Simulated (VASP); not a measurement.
The system is CsI.

```
Cs I
1.0
     4.56670    0.00000    0.00000
     0.00000    4.56670    0.00000
     0.00000    0.00000    4.56670
Cs I
1 1
Direct
  0.00000 0.00000 0.00000
  0.50000 0.50000 0.50000
```

- Program: VASP 6.6.1
- Task: relaxation of cell and atoms
- Functional: PBEsol
- Potentials or basis: VASP PAW PBE potentials, release 64 (Cs_sv, I)
- Cutoff: 500 eV
- k mesh: 4 × 4 × 4
- Occupations: gaussian, width 0.01 eV
- Spin: no spin polarisation

At the start: pressure -0.4 GPa; volume 47.62 Å³/atom.

**Question.** How do energy, volume and symmetry change on relaxing?

**Answer.** Over 3 steps the energy falls by 2.0 meV/atom and the volume is 46.12 Å³/atom (-3.1 %); space group Pm-3m (No. 221, to 0.05 Å).

The path:
```tsv
step	energy change (eV)	largest force (eV/Å)	pressure (GPa)	volume (Å³)
1	0.0000	0.0000	-0.40	95.24
2	-0.0031	0.0000	-0.20	93.62
3	-0.0041	0.0000	-0.02	92.24
```

Final structure:
```cif
data_structure
_symmetry_space_group_name_H-M 'P 1'
_symmetry_Int_Tables_number 1
_cell_length_a 4.5183
_cell_length_b 4.5183
_cell_length_c 4.5183
_cell_angle_alpha 90.000
_cell_angle_beta 90.000
_cell_angle_gamma 90.000
_cell_volume 92.24
loop_
_atom_site_label
_atom_site_type_symbol
_atom_site_fract_x
_atom_site_fract_y
_atom_site_fract_z
_atom_site_occupancy
Cs1 Cs 0.00000 0.00000 0.00000 1
I1 I 0.50000 0.50000 0.50000 1
```

Caveat: the PAW data sets were made with another functional, which shifts forces and pressure a little.
